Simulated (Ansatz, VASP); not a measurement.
# Two plane-wave programs on Mo

```xyz
1
Lattice="-1.5838 1.5838 1.5838 1.5838 -1.5838 1.5838 1.5838 1.5838 -1.5838" Properties=species:S:1:pos:R:3 pbc="T T T"
Mo    0.0000    0.0000    0.0000
```

Alike in both runs: task relaxation of cell and atoms; functional RPBE; dispersion D4; k mesh 12 × 12 × 12; occupations fermi-dirac, width 0.05 eV; no spin polarisation.

```csv
,VASP,Ansatz
version,VASP 6.6.1,Ansatz 0.2.0
potentials or method,"VASP PAW PBE potentials, release 64 (Mo_sv)",Ansatz PAW
plane-wave cutoff (eV),600,420
valence electrons in the cell,14,14
```

Ansatz gave:

| Item | Value |
| --- | --- |
| relaxed volume (Å³/atom) | 15.35 |
| relaxed cell length with the largest relative difference (Å) | 2.712 |

What did VASP give for the same quantities?

Relaxed volume (Å³/atom): 15.37; relaxed cell length with the largest relative difference (Å): 2.713.

VASP's potentials were made for PBE, not for RPBE.

Noted on Ansatz's run: the plane-wave basis is chosen anew once the cell has moved, so the energies of steps on either side of that aren't comparable.
